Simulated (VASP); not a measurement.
A run of VASP 6.6.1 is set up as follows.

File POSCAR:

```
BAs
1.0
    0.0000000000      2.3918698977      2.3918698977
    2.3918698977      0.0000000000      2.3918698977
    2.3918698977      2.3918698977      0.0000000000
B As
1 1
Direct
    0.0000000000      0.0000000000      0.0000000000
    0.2500000000      0.2500000000      0.2500000000
```

Contents of INCAR.step1:

```
SYSTEM = BAs
PREC     = Accurate       ! precision mode
ENCUT    = 520            ! plane-wave cutoff, eV
EDIFF    = 1E-5           ! SCF threshold, eV
ISMEAR   = 0              ! smearing method
SIGMA    = 0.01           ! smearing width, eV
LREAL    = .FALSE.        ! projectors in reciprocal space
LASPH    = .TRUE.         ! aspherical terms in the spheres
NELM     = 60             ! most SCF steps
ALGO     = Normal         ! electronic algorithm
ISIF     = 2              ! what is computed and relaxed
LWAVE    = .TRUE.         ! write WAVECAR
LCHARG   = .FALSE.        ! write CHGCAR
NBANDS   = 11             ! bands
GGA      = PE             ! functional
```

INCAR.step2

```
SYSTEM = BAs
PREC     = Accurate       ! precision mode
ENCUT    = 520            ! plane-wave cutoff, eV
EDIFF    = 1E-7           ! SCF threshold, eV
ISMEAR   = 0              ! smearing method
SIGMA    = 0.01           ! smearing width, eV
LREAL    = .FALSE.        ! projectors in reciprocal space
LASPH    = .TRUE.         ! aspherical terms in the spheres
NELM     = 60             ! most SCF steps
ALGO     = Normal         ! electronic algorithm
ISIF     = 2              ! what is computed and relaxed
LWAVE    = .FALSE.        ! write WAVECAR
LCHARG   = .FALSE.        ! write CHGCAR
GGA      = PE             ! functional
LHFCALC  = .TRUE.         ! exact exchange
AEXX     = 0.5            ! exact-exchange fraction
PRECFOCK = Normal       
NBANDS   = 11             ! bands
ISTART   = 1
```

Contents of KPOINTS:

```
regular mesh
0
G
  4 4 4
  0 0 0
```

Potentials or basis: VASP PAW PBE potentials, release 64 (B, As).

The run is started by

```sh
$ cat potpaw_PBE.64/B/POTCAR potpaw_PBE.64/As/POTCAR > POTCAR
$ cp INCAR.step1 INCAR
$ mpirun -np 1 vasp_std > vasp.out
$ cp INCAR.step2 INCAR
$ mpirun -np 1 vasp_std > vasp.out
```

Task: Estimate the band gap on the k mesh.

Result: 4.42 eV (least direct gap 6.64 eV).

Task: Predict the pressure.

Result: -4.8 GPa.

Caveat: the k points lie up to 0.57 Å⁻¹ apart; the PAW data sets were made with another functional, which shifts forces and pressure a little. A k mesh can miss the band edges.
